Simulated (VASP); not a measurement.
# C (I4_1/amd) in VASP: a series of runs

Runs on C. Level: r2SCAN. Tasks: single point.

Everything below comes from runs of VASP 6.6.1. Logs are shortened: lines on timing, memory, paths and dates and some standing lists are left out, and cuts for length are marked.

## 1. The cell of the first run

The structure is tetragonal, space group I4_1/amd (No. 141). Conventional cell: a = 2.643 Å, b = 2.643 Å, c = 3.382 Å, α = 90.00°, β = 90.00°, γ = 90.00°. Within 2.1 Å of C (site symmetry -4m2) lie 4 C at 1.57 Å.

## 2. Single point, r2SCAN (strain +0.050 along x and y, -0.050 along z)

Contents of POSCAR:

```
C
1.0
    0.0000000000      1.8691487922      1.6911346216
    1.8691487922      0.0000000000      1.6911346216
    1.8691487922      1.8691487922      0.0000000000
C
2
Direct
    0.5000000000      0.5000000000      0.5000000000
    0.7500000000      0.7500000000      0.7500000000
```

Contents of INCAR.step1:

```
  ALGO = Normal
  EDIFF = 1E-4
  ENCUT = 520
  GGA = PE
  ISMEAR = 0
  LASPH = True
  LCHARG = False
  LREAL = False
  LWAVE = True
  NBANDS = 11
  NELM = 80
  PREC = Accurate
  SIGMA = 0.05
```

Contents of INCAR.step2:

```
  ALGO = Normal
  EDIFF = 1E-6
  ENCUT = 520
  ISIF = 2
  ISMEAR = 0
  ISTART = 1
  LASPH = True
  LCHARG = True
  LELF = True
  LMIXTAU = True
  LREAL = False
  LVHAR = True
  LWAVE = False
  METAGGA = R2SCAN
  NBANDS = 11
  NELM = 80
  PREC = Accurate
  SIGMA = 0.05
```

Contents of KPOINTS:

```
k-points
0
Gamma
  12 12 12
```

Potentials or basis: VASP PAW PBE potentials, release 64 (C).

Started as:

```sh
> cat potpaw_PBE.64/C/POTCAR > POTCAR
> cp INCAR.step1 INCAR
> mpirun -np 1 vasp_std > vasp.out
> cp INCAR.step2 INCAR
> mpirun -np 1 vasp_std > vasp.out
```

OUTCAR:

```text
EDIFF = 1E-6
   ENCUT = 520
   ISIF = 2
   ISMEAR = 0
   ISTART = 1
   LASPH = True
   LREAL = False
   METAGGA = R2SCAN
   NELM = 80
   PREC = Accurate

 ion  position               nearest neighbor table
   1  0.500  0.500  0.500-   2 1.57   2 1.57   2 1.57   2 1.57
   2  0.750  0.750  0.750-   1 1.57   1 1.57   1 1.57   1 1.57

  LATTYP: Found a body centered tetragonal cell.
 ALAT       =     2.6433755720
 C/A-ratio  =     1.2795265565

  Lattice vectors:

 A1 = (   0.0000000000,  -1.8691487922,  -1.6911346216)
 A2 = (   0.0000000000,   1.8691487922,  -1.6911346216)
 A3 = (   1.8691487922,   0.0000000000,   1.6911346216)

Analysis of symmetry for initial positions (statically):
=====================================================================
 Subroutine PRICEL returns:
 Original cell was already a primitive cell.

 Routine SETGRP: Setting up the symmetry group for a
 body centered tetragonal supercell.

 Subroutine GETGRP returns: Found 16 space group operations
 (whereof  8 operations were pure point group operations)
 out of a pool of 16 trial point group operations.

The static configuration has the point symmetry D_2d.
 The point group associated with its full space group is D_4h.

Analysis of symmetry for dynamics (positions and initial velocities):
=====================================================================
 Subroutine PRICEL returns:
 Original cell was already a primitive cell.

 Routine SETGRP: Setting up the symmetry group for a
 body centered tetragonal supercell.

 Subroutine GETGRP returns: Found 16 space group operations
 (whereof  8 operations were pure point group operations)
 out of a pool of 16 trial point group operations.

The dynamic configuration has the point symmetry D_2d.
 The point group associated with its full space group is D_4h.

 Subroutine INISYM returns: Found 16 space group operations
 (whereof  8 operations are pure point group operations),
 and found     1 'primitive' translations

----------------------------------------------------------------------------------------

                                     Primitive cell

  volume of cell :      11.8167

  direct lattice vectors                    reciprocal lattice vectors
     0.000000000  1.869148792  1.691134622    -0.267501443  0.267501443  0.295659490
     1.869148792  0.000000000  1.691134622     0.267501443 -0.267501443  0.295659490
     1.869148792  1.869148792  0.000000000     0.267501443  0.267501443 -0.295659490

  length of vectors
     2.520645456  2.520645456  2.643375572     0.480133917  0.480133917  0.480133917

  position of ions in fractional coordinates (direct lattice)
     0.500000000  0.500000000  0.500000000
     0.750000000  0.750000000  0.750000000

  ion indices of the primitive-cell ions
   primitive index   ion index
                 1           1
                 2           2

----------------------------------------------------------------------------------------

 KPOINTS: k-points

Automatic generation of k-mesh.
 Grid dimensions read from file:
 generate k-points for:   12   12   12

 Generating k-lattice:

  Cartesian coordinates                     Fractional coordinates (reciprocal lattice)
    -0.022291787  0.022291787  0.024638291     0.083333333  0.000000000  0.000000000
     0.022291787 -0.022291787  0.024638291     0.000000000  0.083333333  0.000000000
     0.022291787  0.022291787 -0.024638291     0.000000000  0.000000000  0.083333333

  Length of vectors
     0.040011160  0.040011160  0.040011160

  Shift w.r.t. Gamma in fractional coordinates (k-lattice)
     0.000000000  0.000000000  0.000000000

 Subroutine IBZKPT returns following result:
 ===========================================

 Found    163 irreducible k-points:

 Following reciprocal coordinates:
            Coordinates               Weight
  0.000000  0.000000  0.000000      1.000000
  0.083333  0.000000  0.000000      8.000000
  0.166667  0.000000  0.000000      8.000000
  0.250000  0.000000  0.000000      8.000000
  0.333333 -0.000000  0.000000      8.000000
  0.416667  0.000000  0.000000      8.000000
[... 16 lines left out ...]
  0.500000  0.166667  0.000000      8.000000
 -0.416667  0.166667  0.000000      8.000000
 [... further k-points ...]
   k-points           NKPTS =    163   k-points in BZ     NKDIM =    163   number of bands    NBANDS=     11
   number of dos      NEDOS =    301   number of ions     NIONS =      2
   total plane-waves  NPLWV =   8000
   dimension x,y,z NGX =    20 NGY =   20 NGZ =   20
   dimension x,y,z NGXF=    40 NGYF=   40 NGZF=   40
   ions per type =               2
   NGX,Y,Z   is equivalent  to a cutoff of  13.19, 13.19, 12.58 a.u.
   NGXF,Y,Z  is equivalent  to a cutoff of  26.38, 26.38, 25.16 a.u.
 SYSTEM =  unknown system
   PREC   = accura    normal or accurate (medium, high low for compatibility)
   ISTART =      1    job   : 0-new  1-cont  2-samecut
   ICHARG =      0    charge: 1-file 2-atom 10-const
   ISPIN  =      1    spin polarized calculation?
   LNONCOLLINEAR =      F non collinear calculations
   LSORBIT =      F    spin-orbit coupling
   LASPH  =      T    aspherical Exc in radial PAW
   ENCUT  =  520.0 eV  38.22 Ry    6.18 a.u.   4.69  4.69  4.91*2*pi/ulx,y,z
   NELM   =     80;   NELMIN=  2; NELMDL=  0     # of ELM steps
   EDIFF  = 0.1E-05   stopping-criterion for ELM
   LREAL  =      F    real-space projection
   EDIFFG = 0.1E-04   stopping-criterion for IOM
   NSW    =      0    number of steps for IOM
   IBRION =     -1    ionic relax: 0-MD 1-quasi-New 2-CG
   NFREE  =      0    steps in history (QN), initial steepest desc. (CG)
   ISIF   =      2    stress and relaxation
   ISYM   =      2    0-nonsym 1-usesym 2-fastsym
   POTIM  = 0.5000    time-step for ionic-motion
   TEBEG  =    0.0;   TEEND  =   0.0 temperature during run
   PSTRESS=    0.0 pullay stress
   NELECT =       8.0000    total number of electrons
   NUPDOWN=      -1.0000    fix difference up-down
   EMIN   =  10.00;   EMAX   =-10.00  energy-range for DOS
   EFERMI =   0.00;   METHOD = LEGACY
   ISMEAR =     0;   SIGMA  =   0.05  broadening in eV -4-tet -1-fermi 0-gaus
   EFERMI_NEDOS =   21; number of points for ismear=-14 and -15
   IALGO  =     38    algorithm
   IMIX   =      4    mixing-type and parameters
     AMIX     =   0.40;   BMIX     =  1.00
     AMIX_MAG =   1.60;   BMIX_MAG =  1.00
  volume/ion in A,a.u.               =       5.91        39.87
  Fermi-wavevector in a.u.,A,eV,Ry     =   1.437494  2.716471 28.114948  2.066390
  Thomas-Fermi vector in A             =   2.556566
   LORBIT       =      0    0 simple, 1 ext, 2 COOP (PROOUT), +10 PAW based schemes
   METAGGA = R2SCAN    functional components
   LHFCALC =     F    Hartree Fock is set to
   AEXX    =    0.0000 exact exchange contribution
   IVDW    =     0    specifies the selected vdW correction
   LEPSILON=     F    determine dielectric tensor
   LRPA    =     F    only Hartree local field effects (RPA)
 non-spin polarized calculation
 Gauss-broadening in eV      SIGMA  =   0.05
  energy-cutoff  :      520.00
  volume of cell :       11.82
 maximum number of plane-waves:       328
   NGX =  9   NGY =  9   NGZ =  9

 number of electron       8.0000001 magnetization

 Free energy of the ion-electron system (eV)
  ---------------------------------------------------
  ext. energy  EPLUGINS =         0.00000000
  ---------------------------------------------------
  free energy    TOTEN  =       -19.41343241 eV

  energy without entropy =      -19.41343241  energy(sigma->0) =      -19.41343241

 E-fermi :  10.3351     XC(G=0): -14.0453

 val. band max:       10.0601163081   @ k =   0.0000   0.0000   0.0000
 cond. band min:      11.8366254540   @ k =   0.3333   0.3333   0.0000
 fundamental gap:      1.7765091459
 Fermi energy:        10.3350894581

 k-point     1 :       0.0000    0.0000    0.0000
  band No.  band energies     occupation
      1     -12.9903      2.00000
      2       8.6828      2.00000
      3       8.6828      2.00000
      4      10.0601      2.00000
      5      14.0926      0.00000
      6      15.4004      0.00000
      7      15.4004      0.00000
      8      21.8468      0.00000
      9      29.1028      0.00000
     10      33.5735      0.00000
     11      35.8699      0.00000

 k-point     2 :       0.0833    0.0000    0.0000
  band No.  band energies     occupation
      1     -12.7938      2.00000
      2       7.6945      2.00000
      3       8.3329      2.00000
      4       9.4946      2.00000
      5      14.4919      0.00000
      6      15.7893      0.00000
      7      16.1114      0.00000
      8      22.0902      0.00000
      9      29.4408      0.00000
     10      32.2529      0.00000
     11      33.9211      0.00000

 k-point     3 :       0.1667    0.0000    0.0000
  band No.  band energies     occupation
      1     -12.2072      2.00000
      2       5.2457      2.00000
      3       7.5491      2.00000
      4       8.7120      2.00000
      5      15.2470      0.00000
      6      16.5903      0.00000
      7      17.2884      0.00000
      8      22.8124      0.00000
      9      30.0601      0.00000
     10      31.2258      0.00000
     11      32.5857      0.00000

 k-point     4 :       0.2500    0.0000    0.0000
  band No.  band energies     occupation
      1     -11.2406      2.00000
      2       2.3744      2.00000
      3       6.7146      2.00000
      4       8.0332      2.00000
      5      15.8266      0.00000
      6      17.2226      0.00000
      7      18.2959      0.00000
      8      23.8399      0.00000
      9      30.1598      0.00000
     10      31.4495      0.00000
     11      32.6765      0.00000

 k-point     5 :       0.3333   -0.0000    0.0000
  band No.  band energies     occupation
      1      -9.9208      2.00000
      2      -0.4558      2.00000
      3       6.0364      2.00000
      4       7.5218      2.00000
      5      16.0777      0.00000
      6      17.4610      0.00000
      7      19.0709      0.00000
      8      24.8052      0.00000
      9      30.2846      0.00000
     10      32.9107      0.00000
     11      33.4708      0.00000
[... 211 lines left out ...]
 k-point    21 :       0.3333    0.1667    0.0000
  band No.  band energies     occupation
      1      -9.8846      2.00000
      2       1.3942      2.00000
      3       4.5391      2.00000
      4       6.4328      2.00000
      5      13.9500      0.00000
      6      19.8682      0.00000
      7      20.1907      0.00000
      8      21.2811      0.00000
      9      32.0238      0.00000
     10      32.4465      0.00000
     11      36.1667      0.00000

 k-point    22 :       0.4167    0.1667    0.0000
  band No.  band energies     occupation
      1      -8.4284      2.00000
      2      -1.2207      2.00000
      3       4.2278      2.00000
      4       5.7096      2.00000
      5      14.6649      0.00000
      6      20.1718      0.00000
      7      20.4040      0.00000
      8      21.6938      0.00000
      9      31.7948      0.00000
     10      33.1573      0.00000
     11      37.1852      0.00000

 k-point    23 :       0.5000    0.1667    0.0000
  band No.  band energies     occupation
      1      -6.9092      2.00000
      2      -3.3529      2.00000
      3       4.2440      2.00000
      4       5.0409      2.00000
      5      15.0618      0.00000
      6      19.8849      0.00000
      7      21.0464      0.00000
      8      22.6829      0.00000
      9      30.6142      0.00000
     10      34.0072      0.00000
     11      36.5471      0.00000

 k-point    24 :      -0.4167    0.1667    0.0000
  band No.  band energies     occupation
      1      -6.9397      2.00000
      2      -3.3343      2.00000
      3       4.5298      2.00000
      4       4.5831      2.00000
      5      15.3811      0.00000
      6      19.5050      0.00000
      7      21.2120      0.00000
      8      24.2905      0.00000
      9      29.1232      0.00000
     10      33.9939      0.00000
     11      34.2060      0.00000

 [... further k-points ...]

------------------------ aborting loop because EDIFF is reached ----------------------------------------

  FORCE on cell =-STRESS in cart. coord.  units (eV):
  Direction    XX          YY          ZZ          XY          YZ          ZX
  --------------------------------------------------------------------------------------
  -------------------------------------------------------------------------------------
  Total       -3.3825414     -3.3825414      2.8228090      0.0000000      0.0000000     -0.0000000
  in kB     -458.6250629   -458.6250629    382.7332177      0.0000000      0.0000000     -0.0000000
  external PRESSURE =    -178.1723027 kB  Pullay stress =       0.0000000 kB

 VOLUME and BASIS-vectors are now :
 -----------------------------------------------------------------------------
  energy-cutoff  :      520.00
  volume of cell :       11.82
      direct lattice vectors                 reciprocal lattice vectors
     0.000000000  1.869148792  1.691134622    -0.267501443  0.267501443  0.295659490
     1.869148792  0.000000000  1.691134622     0.267501443 -0.267501443  0.295659490
     1.869148792  1.869148792  0.000000000     0.267501443  0.267501443 -0.295659490

 POSITION                                       TOTAL-FORCE (eV/Angst)
 -----------------------------------------------------------------------------------
      1.86915      1.86915      1.69113         0.000000      0.000000     -0.000000
      2.80372      2.80372      2.53670        -0.000000     -0.000000      0.000000
 -----------------------------------------------------------------------------------
    total drift:                                0.000000     -0.000000      0.000000

  FREE ENERGIE OF THE ION-ELECTRON SYSTEM (eV)
  ---------------------------------------------------
  free  energy   TOTEN  =       -19.4134324062 eV

  energy  without entropy=      -19.4134324062  energy(sigma->0) =      -19.41343241
```

Wall time 29 s (1 thread of Intel Xeon 6975P-C (Granite Rapids), shared host); peak memory 0.13 GiB.

Results:

| Item | Value |
| --- | --- |
| Free energy | -19.4134 eV |
| Pressure | -17.8 GPa |
| Band gap on the k mesh | 1.78 eV, indirect (least direct gap 4.03 eV) |

Stress tensor (GPa, compression positive):
```
-45.86   0.00   0.00
  0.00 -45.86   0.00
  0.00   0.00  38.27
```

Levels at points of the mesh, in eV from the valence-band top:
```tsv
k point	band 2	band 3	band 4	band 5	band 6	band 7
(0.00, 0.00, 0.00)	-1.38	-1.38	0.00	4.03	5.34	5.34
(0.50, 0.00, 0.00)	-14.48	-4.60	-2.96	6.07	7.37	9.63
(0.50, 0.50, 0.00)	-13.15	-8.24	-8.24	2.46	2.46	16.58
(0.50, 0.00, 0.50)	-14.69	-6.74	-6.74	4.86	4.86	15.65
```

Caveat: the cell differs from its parent crystal (strain +0.050 along x and y, -0.050 along z); the PAW data sets were made with another functional, which shifts forces and pressure a little. A k mesh can miss the band edges.

## 3. Single point, r2SCAN (strain +0.050 along x and y, -0.025 along z)

Contents of POSCAR:

```
C
1.0
    0.0000000000      1.8691487922      1.7356381642
    1.8691487922      0.0000000000      1.7356381642
    1.8691487922      1.8691487922      0.0000000000
C
2
Direct
    0.5000000000      0.5000000000      0.5000000000
    0.7500000000      0.7500000000      0.7500000000
```

Contents of INCAR.step1:

```
SYSTEM = C
PREC = Accurate ; ENCUT = 520
ISMEAR = 0 ; SIGMA = 0.05
LREAL = .False. ; LASPH = .True.
NELM = 60 ; NBANDS = 11
GGA = PE ; ALGO = Normal
EDIFF = 1E-4 ; LWAVE = .True.
LCHARG = .False.
```

Contents of INCAR.step2:

```
SYSTEM = C
PREC = Accurate ; ENCUT = 520
EDIFF = 1E-6 ; ISMEAR = 0
SIGMA = 0.05 ; LREAL = .False.
LASPH = .True. ; NELM = 60
ALGO = Normal ; ISIF = 2
LWAVE = .False. ; LCHARG = .False.
METAGGA = R2SCAN ; LMIXTAU = .True.
NBANDS = 11 ; ISTART = 1
```

Contents of KPOINTS:

```
Automatic mesh
0
Gamma
  12 12 12
  0 0 0
```

Potentials or basis: VASP PAW PBE potentials, release 64 (C).

Started as:

```sh
> cat potpaw_PBE.64/C/POTCAR > POTCAR
> cp INCAR.step1 INCAR
> mpirun -np 1 vasp_std > vasp.out
> cp INCAR.step2 INCAR
> mpirun -np 1 vasp_std > vasp.out
```

Wall time 27 s (1 thread of Intel Xeon 6975P-C (Granite Rapids), shared host); peak memory 0.13 GiB.

Results (log left out):

```
Free energy            : -19.4646 eV
Pressure               : -27.4 GPa
Band gap on the k mesh : 2.36 eV, indirect (least direct gap 4.38 eV)
```

Stress tensor (GPa, compression positive):
```
-48.17   0.00   0.00
  0.00 -48.17   0.00
  0.00   0.00  14.16
```

Levels at points of the mesh, in eV from the valence-band top:
```csv
k point,band 1,band 2,band 3,band 4,band 5,band 6,band 7,band 8,band 9
"(0.00, 0.00, 0.00)",-22.48,-1.03,-1.03,0.00,4.38,5.34,5.34,11.48,18.87
"(0.50, 0.00, 0.00)",-16.89,-13.98,-4.09,-2.87,6.49,7.62,9.15,15.39,21.42
"(0.50, 0.50, 0.00)",-13.05,-13.05,-7.61,-7.61,3.04,3.04,16.37,16.37,23.27
"(0.50, 0.00, 0.50)",-14.15,-14.15,-6.53,-6.53,4.78,4.78,15.75,15.75,22.08
```

Caveat: the cell differs from its parent crystal (strain +0.050 along x and y, -0.025 along z); the PAW data sets were made with another functional, which shifts forces and pressure a little. A k mesh can miss the band edges.

## 4. Single point, r2SCAN (strain +0.050 along x and y, +0.000 along z)

Contents of POSCAR:

```
C
1.0
    0.0000000000      1.8691487922      1.7801417069
    1.8691487922      0.0000000000      1.7801417069
    1.8691487922      1.8691487922      0.0000000000
C
2
Direct
    0.5000000000      0.5000000000      0.5000000000
    0.7500000000      0.7500000000      0.7500000000
```

Contents of INCAR.step1:

```
  ALGO = Normal
  EDIFF = 1E-4
  ENCUT = 520
  GGA = PE
  ISMEAR = 0
  LASPH = T
  LCHARG = F
  LREAL = F
  LWAVE = T
  NBANDS = 11
  NELM = 60
  PREC = Accurate
  SIGMA = 0.05
```

Contents of INCAR.step2:

```
  ALGO = Normal
  EDIFF = 1E-7
  ENCUT = 520
  ISIF = 2
  ISMEAR = 0
  ISTART = 1
  LASPH = T
  LCHARG = F
  LMIXTAU = T
  LREAL = F
  LWAVE = F
  METAGGA = R2SCAN
  NBANDS = 11
  NELM = 60
  PREC = Accurate
  SIGMA = 0.05
```

Contents of KPOINTS:

```
k-points
0
Gamma
  12 12 12
```

Started as:

```sh
> cat potpaw_PBE.64/C/POTCAR > POTCAR
> cp INCAR.step1 INCAR
> mpirun -np 1 vasp_std > vasp.out
> cp INCAR.step2 INCAR
> mpirun -np 1 vasp_std > vasp.out
```

Wall time 33 s (1 thread of Intel Xeon 6975P-C (Granite Rapids), shared host); peak memory 0.13 GiB.

It converged, with:

* Free energy: -19.4704 eV
* Pressure: -35.8 GPa
* Band gap on the k mesh: 2.93 eV, indirect (least direct gap 4.73 eV)

Stress tensor (GPa, compression positive):
```
-49.47   0.00   0.00
  0.00 -49.47   0.00
  0.00   0.00  -8.48
```

Levels at points of the mesh, in eV from the valence-band top:
```tsv
k point	band 1	band 2	band 3	band 4	band 5	band 6	band 7	band 8
(0.00, 0.00, 0.00)	-21.92	-0.68	-0.68	0.00	4.73	5.36	5.36	11.18
(0.50, 0.00, 0.00)	-16.48	-13.49	-3.59	-2.79	6.87	7.85	8.72	15.33
(0.50, 0.50, 0.00)	-12.92	-12.92	-7.00	-7.00	3.60	3.60	16.15	16.15
(0.50, 0.00, 0.50)	-13.63	-13.63	-6.30	-6.30	4.72	4.72	15.80	15.80
```

Caveat: the cell differs from its parent crystal (strain +0.050 along x and y, +0.000 along z); the PAW data sets were made with another functional, which shifts forces and pressure a little.

## 5. The runs side by side

| cell | gap on the mesh (eV) | pressure (GPa) |
| --- | --- | --- |
| a = 2.521, b = 2.521, c = 2.643 Å, angles 58.4, 58.4, 63.2°, 2 atoms | 1.78 | -17.8 |
| a = 2.551, b = 2.551, c = 2.643 Å, angles 58.8, 58.8, 62.4°, 2 atoms | 2.36 | -27.4 |
| a = 2.581, b = 2.581, c = 2.643 Å, angles 59.2, 59.2, 61.6°, 2 atoms | 2.93 | -35.8 |

Alike in all rows: task single point; level r2SCAN; potentials or basis VASP PAW PBE potentials, release 64 (C); no spin polarisation; k mesh 12 × 12 × 12; cutoff (eV) 520; smearing gaussian 0.05 eV.

Caveats: the PAW data sets were made with another functional, which shifts forces and pressure a little.

Total energies depend on the potentials used, so only differences within one code and one set of settings carry meaning.
